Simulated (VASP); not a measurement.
# TaN (P6_3mc) in VASP: further runs, part 2 of 2

VASP 6.6.1. Earlier steps stand in the parts before.

**4. Single point, PBEsol (zz strain of +2 %)**

INCAR

```
SYSTEM = TaN
PREC = Accurate
ENCUT = 600
EDIFF = 1E-6
ISMEAR = -1
SIGMA = 0.01
LREAL = .FALSE.
LASPH = .TRUE.
NELM = 120
ALGO = Normal
ISIF = 2
LWAVE = .FALSE.
LCHARG = .FALSE.
GGA = PS
NBANDS = 24
GGA_COMPAT = .FALSE.
```

KPOINTS

```
regular mesh
0
G
  9 9 5
  0 0 0
```

POSCAR

```
TaN
1.0
    3.0500010905      0.0000000000      0.0000000000
   -1.5250005453      2.6413784260      0.0000000000
    0.0000000000      0.0000000000      5.0388000000
Ta N
2 2
Direct
    0.3333333333      0.6666666667      0.0000000000
    0.6666666667      0.3333333333      0.5000000000
    0.3333333333      0.6666666667      0.3850000000
    0.6666666667      0.3333333333      0.8850000000
```

Potentials or basis: VASP PAW PBE potentials, release 64 (Ta_pv, N).

Launch:

```bash
> cat potpaw_PBE.64/Ta_pv/POTCAR potpaw_PBE.64/N/POTCAR > POTCAR
> mpirun -np 1 vasp_std > vasp.out
```

OUTCAR:

```text
SYSTEM = TaN
   PREC = Accurate
   ENCUT = 600
   EDIFF = 1E-6
   ISMEAR = -1
   LREAL = .FALSE.
   LASPH = .TRUE.
   NELM = 120
   ISIF = 2
   GGA = PS

 ion  position               nearest neighbor table
   1  0.333  0.667  0.000-   4 1.85   4 1.85   4 1.85   3 1.94   2 3.07   2 3.07   2 3.07   2 3.07
                             2 3.07   2 3.07
   2  0.667  0.333  0.500-   3 1.85   3 1.85   3 1.85   4 1.94   1 3.07   1 3.07   1 3.07   1 3.07
                             1 3.07   1 3.07
   3  0.333  0.667  0.385-   2 1.85   2 1.85   2 1.85   1 1.94
   4  0.667  0.333  0.885-   1 1.85   1 1.85   1 1.85   2 1.94

  LATTYP: Found a hexagonal cell.
 ALAT       =     3.0500010905
 C/A-ratio  =     1.6520649831

  Lattice vectors:

 A1 = (   3.0500010905,   0.0000000000,   0.0000000000)
 A2 = (  -1.5250005453,   2.6413784260,   0.0000000000)
 A3 = (   0.0000000000,   0.0000000000,   5.0388000000)

Analysis of symmetry for initial positions (statically):
=====================================================================
 Subroutine PRICEL returns:
 Original cell was already a primitive cell.

 Routine SETGRP: Setting up the symmetry group for a
[... 167 lines left out ...]
  ext. energy  EPLUGINS =         0.00000000
  ---------------------------------------------------
  free energy    TOTEN  =       -41.33483402 eV

  energy without entropy =      -41.33369278  energy(sigma->0) =      -41.33426340

 E-fermi :   9.4049     XC(G=0): -13.5876

 val. band max:        9.4027030070   @ k =   0.3333  -0.0000   0.2000
 cond. band min:       9.4162650937   @ k =   0.1111   0.1111   0.4000
 fundamental gap:      0.0135620867
 Fermi energy:         9.4049098361

 k-point     1 :       0.0000    0.0000    0.0000
  band No.  band energies     occupation
      1     -26.5780      2.00000
      2     -25.5912      2.00000
      3     -25.5912      2.00000
      4     -25.4290      2.00000
      5     -25.4290      2.00000
      6     -25.3592      2.00000
[... 637 lines left out ...]
     23      16.9615      0.00000
     24      16.9615      0.00000

 [... further k-points ...]
[... 5 lines left out ...]
  --------------------------------------------------------------------------------------
  -------------------------------------------------------------------------------------
  Total       32.3983580     32.3983580     24.0345881     -0.0000000      0.0000000      0.0000000
  in kB     1278.7211256   1278.7211256    948.6139880     -0.0000000      0.0000000      0.0000000
  external PRESSURE =    1168.6854131 kB  Pullay stress =       0.0000000 kB

 VOLUME and BASIS-vectors are now :
 -----------------------------------------------------------------------------
  energy-cutoff  :      600.00
  volume of cell :       40.59
      direct lattice vectors                 reciprocal lattice vectors
     3.050001090  0.000000000  0.000000000     0.327868735  0.189295103  0.000000000
    -1.525000545  2.641378426  0.000000000     0.000000000  0.378590205  0.000000000
     0.000000000  0.000000000  5.038800000     0.000000000  0.000000000  0.198459951

 POSITION                                       TOTAL-FORCE (eV/Angst)
 -----------------------------------------------------------------------------------
     -0.00000      1.76092      0.00000        -0.000000      0.000000      3.271093
      1.52500      0.88046      2.51940        -0.000000     -0.000000      3.271093
     -0.00000      1.76092      1.93994        -0.000000     -0.000000     -3.271093
      1.52500      0.88046      4.45934         0.000000      0.000000     -3.271093
 -----------------------------------------------------------------------------------
    total drift:                                0.000000      0.000000      0.000252

  FREE ENERGIE OF THE ION-ELECTRON SYSTEM (eV)
  ---------------------------------------------------
  free  energy   TOTEN  =       -41.3348340218 eV

  energy  without entropy=      -41.3336927806  energy(sigma->0) =      -41.33426340
```

Wall time 13 s (1 thread of Intel Xeon 6975P-C (Granite Rapids), shared host); peak memory 0.18 GiB.

Results:

```
Free energy            : -41.3348 eV
Pressure               : 116.9 GPa
Largest force          : 3.271 eV/Å
Band gap on the k mesh : zero (band 16 reaches 9.96 eV, above the bottom of band 17 at 7.73 eV)
```

Forces on the atoms (eV/Å):
```
Ta   0.000  0.000  3.271
Ta   0.000  0.000  3.271
N    0.000  0.000 -3.271
N    0.000  0.000 -3.271
```

Levels at points of the mesh, in eV from the Fermi level:
| k point | band 13 | band 14 | band 15 | band 16 | band 17 | band 18 | band 19 | band 20 |
| --- | --- | --- | --- | --- | --- | --- | --- | --- |
| (0.00, 0.00, 0.00) | -7.82 | -7.69 | -0.72 | -0.72 | -0.40 | 2.20 | 2.58 | 2.58 |

Caveat: the cell differs from its parent crystal (zz strain of +2 %); the PAW data sets were made with another functional, which shifts forces and pressure a little; spin-orbit coupling is left out, which moves the levels of the heavy elements.

**5. Overview**

| cell | gap on the mesh (eV) | pressure (GPa) | largest force (eV/Å) |
| --- | --- | --- | --- |
| a = 3.050, b = 3.050, c = 4.792 Å, angles 90.0, 90.0, 120.0°, 4 atoms | none | 150.9 | 0.63 |
| a = 3.050, b = 3.050, c = 4.841 Å, angles 90.0, 90.0, 120.0°, 4 atoms | none | 143.4 | 1.19 |
| a = 3.050, b = 3.050, c = 5.039 Å, angles 90.0, 90.0, 120.0°, 4 atoms | none | 116.9 | 3.27 |

Alike in all rows: task single point; level PBEsol; potentials or basis VASP PAW PBE potentials, release 64 (Ta_pv, N); no spin polarisation; k mesh 9 × 9 × 5; cutoff (eV) 600; smearing fermi-dirac 0.01 eV.

Caveats: the PAW data sets were made with another functional, which shifts forces and pressure a little; spin-orbit coupling is left out, which moves the levels of the heavy elements.

Absolute energies hang on the potentials; compare differences alone.
